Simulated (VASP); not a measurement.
# SiC20 in VASP: notebook

The runs below take SiC20 through single point, with PBE+D3(BJ).

Program: VASP 6.6.1. These are calculated values, not measurements. Logs are shortened: lines on timing, memory, paths and dates and some standing lists are left out, and cuts for length are marked.

## (1) The cell of the first run

The cell holds a slab with vacuum, 21 atoms: a = 4.930 Å, b = 7.180 Å, c = 22.129 Å, α = 90.00°, β = 90.00°, γ = 99.88°.

## (2) Single point, PBE+D3(BJ)

Contents of INCAR:

```
SYSTEM = SiC20
PREC     = Accurate       ! precision mode
ENCUT    = 520            ! plane-wave cutoff, eV
EDIFF    = 1E-6           ! SCF threshold, eV
ISMEAR   = 0              ! smearing method
SIGMA    = 0.1            ! smearing width, eV
LREAL    = Auto         
LASPH    = .True.         ! aspherical terms in the spheres
NELM     = 80             ! most SCF steps
ALGO     = Normal         ! electronic algorithm
ISIF     = 2              ! what is computed and relaxed
LWAVE    = .False.        ! write WAVECAR
LCHARG   = .False.        ! write CHGCAR
LDIPOL   = .True.       
IDIPOL   = 3            
DIPOL    = 0.5 0.5 0.306
GGA      = PE             ! functional
IVDW     = 12             ! dispersion correction
NBANDS   = 58             ! bands
```

Contents of KPOINTS:

```
regular mesh
0
Gamma
  6 4 1
  0 0 0
```

Contents of POSCAR:

```
SiC20
1.0
    4.9300510483      0.0000000000      0.0000000000
   -1.2325127621      7.0736882673      0.0000000000
    0.0000000000      0.0000000000     22.1293523549
C Si
20 1
Direct
    0.3858166895      0.5432667578      0.1807554029
    0.8858166895      0.5432667578      0.1807554029
    0.2722014076      0.0888056305      0.2267404590
    0.7722014076      0.0888056305      0.2267404590
    0.4009962183      0.6039848731      0.2420688497
    0.9009962183      0.6039848731      0.2420688497
    0.0297911243      0.1191644973      0.2573972018
    0.5297911243      0.1191644973      0.2573972018
    0.1585861258      0.6343445031      0.2727255152
    0.6585861258      0.6343445031      0.2727255152
    0.0461074868      0.1844301691      0.3199090572
    0.5461074868      0.1844301691      0.3199090572
    0.1537589873      0.6150359018      0.3368154657
    0.6537589873      0.6150359018      0.3368154657
    0.3084764848      0.2339064522      0.3480645378
    0.8084764848      0.2339064522      0.3480645378
    0.3880568074      0.5522270554      0.3629961795
    0.8880568074      0.5522270554      0.3629961795
    0.3445502047      0.3782016492      0.3944694004
    0.8445502047      0.3782016492      0.3944694004
    0.7195502047      0.6282016492      0.5481114928
```

Potentials or basis: VASP PAW PBE potentials, release 64 (C, Si).

Started as:

```sh
$ cat potpaw_PBE.64/C/POTCAR potpaw_PBE.64/Si/POTCAR > POTCAR
$ mpirun -np 1 vasp_std > vasp.out
```

OUTCAR:

```text
SYSTEM = SiC20
   PREC = Accurate
   ENCUT = 520
   EDIFF = 1E-6
   ISMEAR = 0
   LREAL = Auto
   LASPH = .True.
   NELM = 80
   ISIF = 2
   GGA = PE
   IVDW = 12
 IVDW          = 12

 ion  position               nearest neighbor table
   1  0.386  0.543  0.181-   5 1.42
   2  0.886  0.543  0.181-   6 1.42
   3  0.272  0.089  0.227-   8 1.42   7 1.42
   4  0.772  0.089  0.227-   7 1.42   8 1.42
   5  0.401  0.604  0.242-   1 1.42  10 1.42   9 1.42
   6  0.901  0.604  0.242-   2 1.42   9 1.42  10 1.42
   7  0.030  0.119  0.257-   4 1.42   3 1.42  11 1.46
   8  0.530  0.119  0.257-   3 1.42   4 1.42  12 1.46
   9  0.159  0.634  0.273-   6 1.42   5 1.42  13 1.42
  10  0.659  0.634  0.273-   5 1.42   6 1.42  14 1.42
  11  0.046  0.184  0.320-  15 1.42  16 1.42   7 1.46
  12  0.546  0.184  0.320-  16 1.42  15 1.42   8 1.46
  13  0.154  0.615  0.337-   9 1.42  18 1.43  17 1.43
  14  0.654  0.615  0.337-  10 1.42  17 1.43  18 1.43
  15  0.308  0.234  0.348-  11 1.42  12 1.42  19 1.45
  16  0.808  0.234  0.348-  12 1.42  11 1.42  20 1.45
  17  0.388  0.552  0.363-  19 1.41  14 1.43  13 1.43
  18  0.888  0.552  0.363-  20 1.41  13 1.43  14 1.43
  19  0.345  0.378  0.394-  17 1.41  15 1.45
  20  0.845  0.378  0.394-  18 1.41  16 1.45
  21  0.720  0.628  0.548-

  LATTYP: Found a simple monoclinic cell.
 ALAT       =     4.9300510483
 B/A-ratio  =     4.4886659668
 C/A-ratio  =     1.4564273888
 COS(beta)  =    -0.1716529104

  Lattice vectors:

 A1 = (   4.9300510483,   0.0000000000,   0.0000000000)
 A2 = (   0.0000000000,   0.0000000000, -22.1293523549)
 A3 = (  -1.2325127621,   7.0736882673,   0.0000000000)

Analysis of symmetry for initial positions (statically):
=====================================================================
 Subroutine PRICEL returns:
 Original cell was already a primitive cell.

 Routine SETGRP: Setting up the symmetry group for a
 simple monoclinic supercell.

 Subroutine GETGRP returns: Found  1 space group operations
 (whereof  1 operations were pure point group operations)
 out of a pool of  4 trial point group operations.

The static configuration has the point symmetry C_1 .

Analysis of symmetry for dynamics (positions and initial velocities):
=====================================================================
 Subroutine PRICEL returns:
 Original cell was already a primitive cell.

 Routine SETGRP: Setting up the symmetry group for a
 simple monoclinic supercell.

 Subroutine GETGRP returns: Found  1 space group operations
 (whereof  1 operations were pure point group operations)
 out of a pool of  4 trial point group operations.

The dynamic configuration has the point symmetry C_1 .

 Subroutine INISYM returns: Found  1 space group operations
 (whereof  1 operations are pure point group operations),
 and found     1 'primitive' translations

----------------------------------------------------------------------------------------

                                     Primitive cell

  volume of cell :     771.7312

  direct lattice vectors                    reciprocal lattice vectors
     4.930051048  0.000000000  0.000000000     0.202837656  0.035342242  0.000000000
    -1.232512762  7.073688267  0.000000000     0.000000000  0.141368967  0.000000000
     0.000000000  0.000000000 22.129352355     0.000000000  0.000000000  0.045188851

  length of vectors
     4.930051048  7.180261375 22.129352355     0.205893635  0.141368967  0.045188851

  position of ions in fractional coordinates (direct lattice)
     0.385816689  0.543266758  0.180755403
     0.885816689  0.543266758  0.180755403
     0.272201408  0.088805630  0.226740459
     0.772201408  0.088805630  0.226740459
     0.400996218  0.603984873  0.242068850
     0.900996218  0.603984873  0.242068850
[... 13 lines left out ...]
     0.844550205  0.378201649  0.394469400
     0.719550205  0.628201649  0.548111493

  ion indices of the primitive-cell ions
   primitive index   ion index
                 1           1
                 2           2
                 3           3
                 4           4
                 5           5
                 6           6
[... 13 lines left out ...]
                20          20
                21          21

----------------------------------------------------------------------------------------

 KPOINTS: regular mesh

Automatic generation of k-mesh.
 Grid dimensions read from file:
 generate k-points for:    6    4    1

 Generating k-lattice:

  Cartesian coordinates                     Fractional coordinates (reciprocal lattice)
     0.033806276  0.005890374  0.000000000     0.166666667  0.000000000  0.000000000
     0.000000000  0.035342242  0.000000000     0.000000000  0.250000000  0.000000000
     0.000000000  0.000000000  0.045188851     0.000000000  0.000000000  1.000000000

  Length of vectors
     0.034315606  0.035342242  0.045188851

  Shift w.r.t. Gamma in fractional coordinates (k-lattice)
     0.000000000  0.000000000  0.000000000

 Subroutine IBZKPT returns following result:
 ===========================================

 Found     14 irreducible k-points:

 Following reciprocal coordinates:
            Coordinates               Weight
  0.000000  0.000000  0.000000      1.000000
  0.166667  0.000000  0.000000      2.000000
  0.333333  0.000000  0.000000      2.000000
  0.500000  0.000000  0.000000      1.000000
  0.000000  0.250000  0.000000      2.000000
  0.166667  0.250000  0.000000      2.000000
  0.333333  0.250000  0.000000      2.000000
  0.500000  0.250000  0.000000      2.000000
 -0.333333  0.250000  0.000000      2.000000
 -0.166667  0.250000  0.000000      2.000000
  0.000000  0.500000  0.000000      1.000000
  0.166667  0.500000  0.000000      2.000000
  0.333333  0.500000  0.000000      2.000000
  0.500000  0.500000  0.000000      1.000000
   k-points           NKPTS =     14   k-points in BZ     NKDIM =     14   number of bands    NBANDS=     58
   number of dos      NEDOS =    301   number of ions     NIONS =     21
   total plane-waves  NPLWV = 362880
   dimension x,y,z NGX =    40 NGY =   54 NGZ =  168
   dimension x,y,z NGXF=    80 NGYF=  108 NGZF=  336
   ions per type =              20   1
   NGX,Y,Z   is equivalent  to a cutoff of  13.49, 12.50, 12.62 a.u.
   NGXF,Y,Z  is equivalent  to a cutoff of  26.98, 25.01, 25.24 a.u.
 SYSTEM =  SiC20
   PREC   = accura    normal or accurate (medium, high low for compatibility)
   ISTART =      0    job   : 0-new  1-cont  2-samecut
   ICHARG =      2    charge: 1-file 2-atom 10-const
   ISPIN  =      1    spin polarized calculation?
   LNONCOLLINEAR =      F non collinear calculations
   LSORBIT =      F    spin-orbit coupling
   LASPH  =      T    aspherical Exc in radial PAW
   ENCUT  =  520.0 eV  38.22 Ry    6.18 a.u.   9.17 13.35 41.15*2*pi/ulx,y,z
   NELM   =     80;   NELMIN=  2; NELMDL= -5     # of ELM steps
   EDIFF  = 0.1E-05   stopping-criterion for ELM
   LREAL  =      T    real-space projection
   EDIFFG = 0.1E-04   stopping-criterion for IOM
   NSW    =      0    number of steps for IOM
[... 5 lines left out ...]
   TEBEG  =    0.0;   TEEND  =   0.0 temperature during run
   PSTRESS=    0.0 pullay stress
   NELECT =      84.0000    total number of electrons
   NUPDOWN=      -1.0000    fix difference up-down
   EMIN   =  10.00;   EMAX   =-10.00  energy-range for DOS
   EFERMI =   0.00;   METHOD = LEGACY
   ISMEAR =     0;   SIGMA  =   0.10  broadening in eV -4-tet -1-fermi 0-gaus
   EFERMI_NEDOS =   21; number of points for ismear=-14 and -15
   IALGO  =     38    algorithm
   IMIX   =      4    mixing-type and parameters
     AMIX     =   0.40;   BMIX     =  1.00
     AMIX_MAG =   1.60;   BMIX_MAG =  1.00
  volume/ion in A,a.u.               =      36.75       248.00
  Fermi-wavevector in a.u.,A,eV,Ry     =   0.781650  1.477105  8.312852  0.610977
  Thomas-Fermi vector in A             =   1.885212
   LORBIT       =      0    0 simple, 1 ext, 2 COOP (PROOUT), +10 PAW based schemes
   GGA     = PE    functional components
   LHFCALC =     F    Hartree Fock is set to
   AEXX    =    0.0000 exact exchange contribution
   IVDW    =    12    specifies the selected vdW correction
   LEPSILON=     F    determine dielectric tensor
   LRPA    =     F    only Hartree local field effects (RPA)
 non-spin polarized calculation
 Gauss-broadening in eV      SIGMA  =   0.10
  energy-cutoff  :      520.00
  volume of cell :      771.73
 maximum number of plane-waves:     20814
 NGX is ok and might be reduce to    40
   NGX = 19   NGY = 27   NGZ = 83

 dipolmoment           0.000000      0.000000      0.200813 electrons x Angstroem

 number of electron      84.0000001 magnetization

 dipolmoment           0.000000      0.000000     -0.610319 electrons x Angstroem

 Free energy of the ion-electron system (eV)
  ---------------------------------------------------
  ext. energy  EPLUGINS =         0.00000000
  ---------------------------------------------------
  free energy    TOTEN  =      -160.54884679 eV

  energy without entropy =     -160.40849043  energy(sigma->0) =     -160.47866861

 E-fermi :  -3.1460     XC(G=0):  -3.7503

 val. band max:       -3.1538990978   @ k =   0.0000   0.2500   0.0000
 cond. band min:      -3.1456744724   @ k =   0.3333   0.5000   0.0000
 fundamental gap:      0.0082246254
 Fermi energy:        -3.1460146325

 k-point     1 :       0.0000    0.0000    0.0000
  band No.  band energies     occupation
      1     -22.6151      2.00000
      2     -21.3997      2.00000
      3     -20.1828      2.00000
      4     -18.7933      2.00000
      5     -18.7294      2.00000
      6     -18.1477      2.00000
[... 46 lines left out ...]
     53       0.3804      0.00000
     54       0.4289      0.00000

 k-point     2 :       0.1667    0.0000    0.0000
  band No.  band energies     occupation
      1     -22.4918      2.00000
      2     -21.2803      2.00000
      3     -20.0651      2.00000
      4     -19.6607      2.00000
      5     -18.6171      2.00000
      6     -18.5219      2.00000
[... 46 lines left out ...]
     53       0.4854      0.00000
     54       0.6705      0.00000

 k-point     3 :       0.3333    0.0000    0.0000
  band No.  band energies     occupation
      1     -22.1233      2.00000
      2     -20.9231      2.00000
      3     -20.6821      2.00000
      4     -19.7149      2.00000
      5     -19.5181      2.00000
      6     -18.3820      2.00000
[... 46 lines left out ...]
     53       0.3226      0.00000
     54       1.1547      0.00000
[... 514 lines left out ...]
 k-point    13 :       0.3333    0.5000    0.0000
  band No.  band energies     occupation
      1     -22.1112      2.00000
      2     -20.9611      2.00000
      3     -20.6760      2.00000
      4     -19.6692      2.00000
      5     -19.5375      2.00000
      6     -18.3588      2.00000
[... 46 lines left out ...]
     53       0.4067      0.00000
     54       1.0343      0.00000

 k-point    14 :       0.5000    0.5000    0.0000
  band No.  band energies     occupation
      1     -21.5080      2.00000
      2     -21.5044      2.00000
      3     -20.3627      2.00000
      4     -20.3609      2.00000
      5     -19.1089      2.00000
      6     -19.1059      2.00000
[... 46 lines left out ...]
     53       0.5728      0.00000
     54       0.5841      0.00000
 [bands above 54 left out]

------------------------ aborting loop because EDIFF is reached ----------------------------------------

 vacuum level on the upper side and lower side of the slab       (xc-potential included)        -1.804         1.351

 Edisp (eV)   -2.32094

 E8    (eV) :    -0.7042

  FORCE on cell =-STRESS in cart. coord.  units (eV):
  Direction    XX          YY          ZZ          XY          YZ          ZX
  --------------------------------------------------------------------------------------
  -------------------------------------------------------------------------------------
  Total     -10.78070     0.23566    -5.54087     0.01116    -3.24563     0.02305
  in kB     -22.38163     0.48925   -11.50331     0.02318    -6.73819     0.04786
  external pressure =      -11.13 kB  Pullay stress =        0.00 kB

 VOLUME and BASIS-vectors are now :
 -----------------------------------------------------------------------------
  energy-cutoff  :      520.00
  volume of cell :      771.73
      direct lattice vectors                 reciprocal lattice vectors
     4.930051048  0.000000000  0.000000000     0.202837656  0.035342242  0.000000000
    -1.232512762  7.073688267  0.000000000     0.000000000  0.141368967  0.000000000
     0.000000000  0.000000000 22.129352355     0.000000000  0.000000000  0.045188851

 POSITION                                       TOTAL-FORCE (eV/Angst)
 -----------------------------------------------------------------------------------
      1.23251      3.84290      4.00000         0.001529      0.362048      1.462055
      3.69754      3.84290      4.00000         0.005253      0.365017      1.463005
      1.23251      0.62818      5.01762        -0.006672      0.460544      1.791204
      3.69754      0.62818      5.01762        -0.001583      0.472224      1.782414
      1.23251      4.27240      5.35683         0.000153      0.562760     -2.513999
      3.69754      4.27240      5.35683        -0.005897      0.559320     -2.515500
[... 13 lines left out ...]
      3.69754      2.67528      8.72935         0.056424      0.024677      0.350468
      2.77315      4.44370     12.12935         0.007935     -0.148028     -0.320599
 -----------------------------------------------------------------------------------
    total drift:                               -0.040291     -0.002678      0.021312

  FREE ENERGIE OF THE ION-ELECTRON SYSTEM (eV)
  ---------------------------------------------------
  free  energy   TOTEN  =      -162.8697879463 eV

  energy  without entropy=     -162.7294315906  energy(sigma->0) =     -162.79960977

 vacuum level on the upper side and lower side of the slab         0.748         3.980
```

It took 12 min on 1 thread of AMD EPYC 9R45 (Zen 5), shared host; peak memory 0.88 GiB.

Results:

| Item | Value |
| --- | --- |
| Free energy | -162.8698 eV |
| Largest force | 2.577 eV/Å |
| Band gap on the k mesh | zero (bands 42 and 43 overlap by 0.07 eV) |
| Dispersion energy per atom | -0.111 eV |

Forces in eV/Å, atoms in the order of the input:
```
C    0.002  0.362  1.462
C    0.005  0.365  1.463
C   -0.007  0.461  1.791
C   -0.002  0.472  1.782
C    0.000  0.563 -2.514
C   -0.006  0.559 -2.515
C    0.004 -0.759 -1.649
C   -0.009 -0.769 -1.615
C    0.003 -0.638  0.765
C    0.002 -0.625  0.776
C   -0.001  0.015  0.022
C    0.005  0.020 -0.017
C   -0.010  0.004 -0.019
C   -0.001  0.020 -0.029
C    0.025 -0.093 -0.008
C   -0.022 -0.136 -0.017
C    0.022  0.103  0.027
C   -0.017  0.177  0.023
C   -0.056  0.022  0.242
C    0.056  0.025  0.350
Si   0.008 -0.148 -0.321
```

Levels at points of the mesh, in eV from the Fermi level:
```tsv
k point	band 39	band 40	band 41	band 42	band 43	band 44	band 45	band 46
(0.00, 0.00, 0.00)	-1.06	-0.82	-0.34	-0.07	0.03	0.06	0.61	0.64
(0.50, 0.00, 0.00)	-1.40	-0.30	-0.10	-0.08	0.14	0.21	0.41	0.42
(0.00, 0.50, 0.00)	-1.06	-0.82	-0.34	-0.14	-0.04	0.04	0.63	0.71
(0.50, 0.50, 0.00)	-1.38	-0.29	-0.06	-0.04	0.12	0.19	0.42	0.43
```

(Part 1 of 2 ends here.)
